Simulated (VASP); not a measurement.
# N (P6_3/mmc) in VASP: notebook

N is run at these levels: PBEsol; tasks: single point.

Everything below comes from runs of VASP 6.6.1. Logs are shortened: lines on timing, memory, paths and dates and some standing lists are left out, and cuts for length are marked.

## Step 1: The cell of the first run

Symmetry: P6_3/mmc, No. 194, hexagonal system. Conventional cell: a = 4.334 Å, b = 4.334 Å, c = 6.446 Å, α = 90.00°, β = 90.00°, γ = 120.00°. N (site symmetry 3m) has 1 N at 1.02 Å within 1.4 Å.

## Step 2: Single point, PBEsol (strain +0.040 along x and y, -0.080 along z)

File INCAR:

```
PREC     = Accurate       # precision mode
ENCUT    = 520            # plane-wave cutoff, eV
EDIFF    = 1E-7           # SCF threshold, eV
ISMEAR   = 0              # smearing method
SIGMA    = 0.05           # smearing width, eV
LREAL    = F              # projectors in reciprocal space
LASPH    = T              # aspherical terms in the spheres
NELM     = 80             # most SCF steps
ALGO     = Normal         # electronic algorithm
ISIF     = 2              # what is computed and relaxed
LWAVE    = F              # write WAVECAR
LCHARG   = T              # write CHGCAR
GGA      = PS             # functional
LELF     = T              # ELF
LVHAR    = T            
NBANDS   = 18             # bands
```

File KPOINTS:

```
Automatic mesh
0
Gamma
  6 6 4
```

File POSCAR:

```
N
1.0
    4.3339221230      0.0000000000      0.0000000000
   -2.1669610615      3.7532866566      0.0000000000
    0.0000000000      0.0000000000      6.4455232292
N
4
Direct
    0.3333333333      0.6666666667      0.3289300400
    0.3333333333      0.6666666667      0.1710699600
    0.6666666667      0.3333333333      0.8289300400
    0.6666666667      0.3333333333      0.6710699600
```

Potentials or basis: VASP PAW PBE potentials, release 64 (N).

On the command line:

```sh
$ cat potpaw_PBE.64/N/POTCAR > POTCAR
$ mpirun -np 1 vasp_std > vasp.out
```

OUTCAR:

```text
PREC = Accurate
   ENCUT = 520
   EDIFF = 1E-7
   ISMEAR = 0
   LREAL = F
   LASPH = T
   NELM = 80
   ISIF = 2
   GGA = PS

 ion  position               nearest neighbor table
   1  0.333  0.667  0.329-   2 1.02
   2  0.333  0.667  0.171-   1 1.02
   3  0.667  0.333  0.829-   4 1.02
   4  0.667  0.333  0.671-   3 1.02

  LATTYP: Found a hexagonal cell.
 ALAT       =     4.3339221230
 C/A-ratio  =     1.4872263613

  Lattice vectors:

 A1 = (   4.3339221230,   0.0000000000,   0.0000000000)
 A2 = (  -2.1669610615,   3.7532866566,   0.0000000000)
 A3 = (   0.0000000000,   0.0000000000,   6.4455232292)

Analysis of symmetry for initial positions (statically):
[... 10 lines left out ...]

The static configuration has the point symmetry D_3d.
 The point group associated with its full space group is D_6h.

Analysis of symmetry for dynamics (positions and initial velocities):
[... 10 lines left out ...]

The dynamic configuration has the point symmetry D_3d.
 The point group associated with its full space group is D_6h.

 Subroutine INISYM returns: Found 24 space group operations
[... 5 lines left out ...]
                                     Primitive cell

  volume of cell :     104.8458

  direct lattice vectors                    reciprocal lattice vectors
     4.333922123  0.000000000  0.000000000     0.230737879  0.133216577  0.000000000
    -2.166961061  3.753286657  0.000000000     0.000000000  0.266433154  0.000000000
     0.000000000  0.000000000  6.445523229     0.000000000  0.000000000  0.155146443

  length of vectors
     4.333922123  4.333922123  6.445523229     0.266433154  0.266433154  0.155146443

  position of ions in fractional coordinates (direct lattice)
     0.333333333  0.666666667  0.328930040
     0.333333333  0.666666667  0.171069960
     0.666666667  0.333333333  0.828930040
     0.666666667  0.333333333  0.671069960

  ion indices of the primitive-cell ions
   primitive index   ion index
                 1           1
                 2           2
                 3           3
                 4           4

----------------------------------------------------------------------------------------

 KPOINTS: Automatic mesh

Automatic generation of k-mesh.
 Grid dimensions read from file:
 generate k-points for:    6    6    4

 Generating k-lattice:

  Cartesian coordinates                     Fractional coordinates (reciprocal lattice)
     0.038456313  0.022202763  0.000000000     0.166666667  0.000000000  0.000000000
     0.000000000  0.044405526  0.000000000     0.000000000  0.166666667  0.000000000
     0.000000000  0.000000000  0.038786611     0.000000000  0.000000000  0.250000000

  Length of vectors
     0.044405526  0.044405526  0.038786611

  Shift w.r.t. Gamma in fractional coordinates (k-lattice)
     0.000000000  0.000000000  0.000000000

 Subroutine IBZKPT returns following result:
 ===========================================

 Found     21 irreducible k-points:

 Following reciprocal coordinates:
            Coordinates               Weight
  0.000000  0.000000  0.000000      1.000000
  0.166667  0.000000  0.000000      6.000000
  0.333333  0.000000  0.000000      6.000000
  0.500000  0.000000  0.000000      3.000000
  0.166667  0.166667  0.000000      6.000000
  0.333333  0.166667  0.000000     12.000000
[... 13 lines left out ...]
  0.333333  0.166667  0.500000     12.000000
  0.333333  0.333333  0.500000      2.000000
   k-points           NKPTS =     21   k-points in BZ     NKDIM =     21   number of bands    NBANDS=     18
   number of dos      NEDOS =    301   number of ions     NIONS =      4
   total plane-waves  NPLWV =  49152
   dimension x,y,z NGX =    32 NGY =   32 NGZ =   48
   dimension x,y,z NGXF=    64 NGYF=   64 NGZF=   96
   ions per type =               4
   NGX,Y,Z   is equivalent  to a cutoff of  12.27, 12.27, 12.38 a.u.
   NGXF,Y,Z  is equivalent  to a cutoff of  24.55, 24.55, 24.76 a.u.
 SYSTEM =  unknown system
   PREC   = accura    normal or accurate (medium, high low for compatibility)
   ISTART =      0    job   : 0-new  1-cont  2-samecut
   ICHARG =      2    charge: 1-file 2-atom 10-const
   ISPIN  =      1    spin polarized calculation?
   LNONCOLLINEAR =      F non collinear calculations
   LSORBIT =      F    spin-orbit coupling
   LASPH  =      T    aspherical Exc in radial PAW
   ENCUT  =  520.0 eV  38.22 Ry    6.18 a.u.   8.06  8.06 11.98*2*pi/ulx,y,z
   NELM   =     80;   NELMIN=  2; NELMDL= -5     # of ELM steps
   EDIFF  = 0.1E-06   stopping-criterion for ELM
   LREAL  =      F    real-space projection
   EDIFFG = 0.1E-05   stopping-criterion for IOM
   NSW    =      0    number of steps for IOM
   IBRION =     -1    ionic relax: 0-MD 1-quasi-New 2-CG
   NFREE  =      0    steps in history (QN), initial steepest desc. (CG)
   ISIF   =      2    stress and relaxation
   ISYM   =      2    0-nonsym 1-usesym 2-fastsym
   POTIM  = 0.5000    time-step for ionic-motion
   TEBEG  =    0.0;   TEEND  =   0.0 temperature during run
   PSTRESS=    0.0 pullay stress
   NELECT =      20.0000    total number of electrons
   NUPDOWN=      -1.0000    fix difference up-down
   EMIN   =  10.00;   EMAX   =-10.00  energy-range for DOS
   EFERMI =   0.00;   METHOD = LEGACY
   ISMEAR =     0;   SIGMA  =   0.05  broadening in eV -4-tet -1-fermi 0-gaus
   EFERMI_NEDOS =   21; number of points for ismear=-14 and -15
   IALGO  =     38    algorithm
   IMIX   =      4    mixing-type and parameters
     AMIX     =   0.40;   BMIX     =  1.00
     AMIX_MAG =   1.60;   BMIX_MAG =  1.00
  volume/ion in A,a.u.               =      26.21       176.88
  Fermi-wavevector in a.u.,A,eV,Ry     =   0.942398  1.780875 12.083532  0.888115
  Thomas-Fermi vector in A             =   2.070004
   LORBIT       =      0    0 simple, 1 ext, 2 COOP (PROOUT), +10 PAW based schemes
   GGA     = PS    functional components
   LHFCALC =     F    Hartree Fock is set to
   AEXX    =    0.0000 exact exchange contribution
   IVDW    =     0    specifies the selected vdW correction
   LEPSILON=     F    determine dielectric tensor
   LRPA    =     F    only Hartree local field effects (RPA)
 non-spin polarized calculation
 Gauss-broadening in eV      SIGMA  =   0.05
  energy-cutoff  :      520.00
  volume of cell :      104.85
 maximum number of plane-waves:      2838
   NGX = 17   NGY = 17   NGZ = 23

 number of electron      20.0000004 magnetization

 Free energy of the ion-electron system (eV)
  ---------------------------------------------------
  ext. energy  EPLUGINS =         0.00000000
  ---------------------------------------------------
  free energy    TOTEN  =       -32.40264576 eV

  energy without entropy =      -32.40264576  energy(sigma->0) =      -32.40264576

 E-fermi :  -6.4754     XC(G=0):  -5.7073

 val. band max:       -6.6955973659   @ k =   0.0000   0.0000   0.0000
 cond. band min:       1.1542441508   @ k =   0.3333   0.3333   0.0000
 fundamental gap:      7.8498415167
 Fermi energy:        -6.4753904635

 k-point     1 :       0.0000    0.0000    0.0000
  band No.  band energies     occupation
      1     -26.6842      2.00000
      2     -26.6593      2.00000
      3     -10.2431      2.00000
      4      -9.4342      2.00000
      5      -9.4342      2.00000
      6      -9.3824      2.00000
[... 10 lines left out ...]
     17       6.5873      0.00000
     18       9.2164      0.00000

 k-point     2 :       0.1667    0.0000    0.0000
  band No.  band energies     occupation
      1     -26.6815      2.00000
      2     -26.6592      2.00000
      3     -10.1851      2.00000
      4      -9.4766      2.00000
      5      -9.4543      2.00000
      6      -9.4258      2.00000
[... 10 lines left out ...]
     17       7.0703      0.00000
     18       7.9658      0.00000

 k-point     3 :       0.3333    0.0000    0.0000
  band No.  band energies     occupation
      1     -26.6743      2.00000
      2     -26.6598      2.00000
      3     -10.0388      2.00000
      4      -9.5727      2.00000
      5      -9.5440      2.00000
      6      -9.4903      2.00000
[... 10 lines left out ...]
     17       6.6003      0.00000
     18       8.1469      0.00000

 k-point     4 :       0.5000    0.0000    0.0000
  band No.  band energies     occupation
      1     -26.6696      2.00000
      2     -26.6613      2.00000
      3      -9.9236      2.00000
      4      -9.6445      2.00000
      5      -9.6223      2.00000
      6      -9.5071      2.00000
[... 10 lines left out ...]
     17       6.2073      0.00000
     18       7.4363      0.00000

 k-point     5 :       0.1667    0.1667    0.0000
  band No.  band energies     occupation
      1     -26.6764      2.00000
      2     -26.6594      2.00000
      3     -10.0817      2.00000
      4      -9.5267      2.00000
      5      -9.5134      2.00000
      6      -9.5084      2.00000
[... 10 lines left out ...]
     17       6.9820      0.00000
     18       7.8339      0.00000

 k-point     6 :       0.3333    0.1667    0.0000
  band No.  band energies     occupation
      1     -26.6699      2.00000
      2     -26.6613      2.00000
      3      -9.9260      2.00000
      4      -9.6422      2.00000
      5      -9.6032      2.00000
      6      -9.5249      2.00000
[... 244 lines left out ...]
 k-point    18 :       0.5000    0.0000    0.5000
  band No.  band energies     occupation
      1     -26.6655      2.00000
      2     -26.6655      2.00000
      3      -9.9245      2.00000
      4      -9.9245      2.00000
      5      -9.4110      2.00000
      6      -9.4110      2.00000
[... 10 lines left out ...]
     17       6.1151      0.00000
     18       6.1151      0.00000

 k-point    19 :       0.1667    0.1667    0.5000
  band No.  band energies     occupation
      1     -26.6680      2.00000
      2     -26.6680      2.00000
      3      -9.9141      2.00000
      4      -9.9141      2.00000
      5      -9.4184      2.00000
      6      -9.4184      2.00000
[... 10 lines left out ...]
     17       7.4864      0.00000
     18       7.4864      0.00000

 k-point    20 :       0.3333    0.1667    0.5000
  band No.  band energies     occupation
      1     -26.6656      2.00000
      2     -26.6656      2.00000
      3      -9.9173      2.00000
      4      -9.9173      2.00000
      5      -9.4560      2.00000
      6      -9.4560      2.00000
[... 10 lines left out ...]
     17       6.4284      0.00000
     18       6.4284      0.00000

 k-point    21 :       0.3333    0.3333    0.5000
  band No.  band energies     occupation
      1     -26.6647      2.00000
      2     -26.6647      2.00000
      3      -9.9114      2.00000
      4      -9.9114      2.00000
      5      -9.4893      2.00000
      6      -9.4893      2.00000
[... 10 lines left out ...]
     17       5.9281      0.00000
     18       5.9281      0.00000

------------------------ aborting loop because EDIFF is reached ----------------------------------------

  FORCE on cell =-STRESS in cart. coord.  units (eV):
  Direction    XX          YY          ZZ          XY          YZ          ZX
  --------------------------------------------------------------------------------------
  -------------------------------------------------------------------------------------
  Total       -0.1008423     -0.1008423     41.6974758      0.0000000      0.0000000     -0.0000000
  in kB       -1.5409982     -1.5409982    637.1905586      0.0000000      0.0000000     -0.0000000
  external PRESSURE =     211.3695208 kB  Pullay stress =       0.0000000 kB

 VOLUME and BASIS-vectors are now :
 -----------------------------------------------------------------------------
  energy-cutoff  :      520.00
  volume of cell :      104.85
      direct lattice vectors                 reciprocal lattice vectors
     4.333922123  0.000000000  0.000000000     0.230737879  0.133216577  0.000000000
    -2.166961061  3.753286657  0.000000000     0.000000000  0.266433154  0.000000000
     0.000000000  0.000000000  6.445523229     0.000000000  0.000000000  0.155146443

 POSITION                                       TOTAL-FORCE (eV/Angst)
 -----------------------------------------------------------------------------------
     -0.00000      2.50219      2.12013        -0.000000      0.000000     20.644915
     -0.00000      2.50219      1.10264        -0.000000      0.000000    -20.644915
      2.16696      1.25110      5.34289         0.000000     -0.000000     20.644915
      2.16696      1.25110      4.32540         0.000000     -0.000000    -20.644915
 -----------------------------------------------------------------------------------
    total drift:                               -0.000000      0.000000     -0.000000

  FREE ENERGIE OF THE ION-ELECTRON SYSTEM (eV)
  ---------------------------------------------------
  free  energy   TOTEN  =       -32.4026457589 eV

  energy  without entropy=      -32.4026457589  energy(sigma->0) =      -32.40264576
```

Wall time 13 s (1 thread of Intel Xeon 6975P-C (Granite Rapids), shared host); peak memory 0.19 GiB.

Results:

| Property | Result |
| --- | --- |
| Free energy | -32.4026 eV |
| Pressure | 21.1 GPa |
| Largest force | 20.645 eV/Å |
| Band gap on the k mesh | 7.85 eV, indirect (least direct gap 8.27 eV) |

Forces on the atoms (eV/Å):
```
N     0.000   0.000  20.645
N     0.000   0.000 -20.645
N     0.000   0.000  20.645
N     0.000   0.000 -20.645
```

Stress tensor (GPa, compression positive):
```
-0.15  0.00  0.00
 0.00 -0.15  0.00
 0.00  0.00 63.72
```

Caveat: the cell differs from its parent crystal (strain +0.040 along x and y, -0.080 along z); the standard files for N, O and F lose accuracy on very short bonds; the PAW data sets were made with another functional, which shifts forces and pressure a little. A k mesh can miss the band edges.

## Step 3: Single point, PBEsol (strain +0.000 along x and y, +0.040 along z)

File INCAR:

```
  PREC = Accurate
  ENCUT = 520
  EDIFF = 1E-7
  ISMEAR = 0
  SIGMA = 0.05
  LREAL = False
  LASPH = True
  NELM = 100
  ALGO = Normal
  ISIF = 2
  LWAVE = False
  LCHARG = True
  GGA = PS
  LELF = True
  LVHAR = True
  NBANDS = 18
```

KPOINTS is that of step 2.

File POSCAR:

```
N
1.0
    4.1672328106      0.0000000000      0.0000000000
   -2.0836164053      3.6089294775      0.0000000000
    0.0000000000      0.0000000000      7.2862436504
N
4
Direct
    0.3333333333      0.6666666667      0.3289300400
    0.3333333333      0.6666666667      0.1710699600
    0.6666666667      0.3333333333      0.8289300400
    0.6666666667      0.3333333333      0.6710699600
```

Potentials or basis: VASP PAW PBE potentials, release 64 (N).

On the command line:

```sh
$ cat potpaw_PBE.64/N/POTCAR > POTCAR
$ mpirun -np 1 vasp_std > vasp.out
```

Wall time 15 s (1 thread of Intel Xeon 6975P-C (Granite Rapids), shared host); peak memory 0.21 GiB.

Results (log left out):

- Free energy: -33.9347 eV
- Pressure: -5.7 GPa
- Largest force: 5.070 eV/Å
- Band gap on the k mesh: 6.61 eV, indirect (least direct gap 6.86 eV)

Forces in eV/Å, atoms in the order of the input:
```
N    0.000  0.000 -5.070
N    0.000  0.000  5.070
N    0.000  0.000 -5.070
N    0.000  0.000  5.070
```

Stress tensor (GPa, compression positive):
```
  0.01   0.00   0.00
  0.00   0.01   0.00
  0.00   0.00 -17.09
```

Levels at points of the mesh, in eV from the valence-band top:
```
           k point  band 6  band 7  band 8  band 9  band 10  band 11  band 12  band 13  band 14  band 15
(0.00, 0.00, 0.00)   -1.45   -1.36   -1.36   -0.98     0.00     7.25     7.25     7.62     7.62     9.94
(0.50, 0.00, 0.00)   -1.68   -1.54   -1.40   -0.48    -0.18     6.68     7.01     7.25     7.69    11.52
(0.00, 0.00, 0.50)   -1.40   -1.40   -1.40   -0.46    -0.46     7.43     7.43     7.43     7.43    10.10
(0.50, 0.00, 0.50)   -1.68   -1.47   -1.47   -0.37    -0.37     6.98     6.98     7.33     7.33    12.18
```

Caveat: the cell differs from its parent crystal (strain +0.000 along x and y, +0.040 along z); the standard files for N, O and F lose accuracy on very short bonds; the PAW data sets were made with another functional, which shifts forces and pressure a little. A k mesh can miss the band edges.
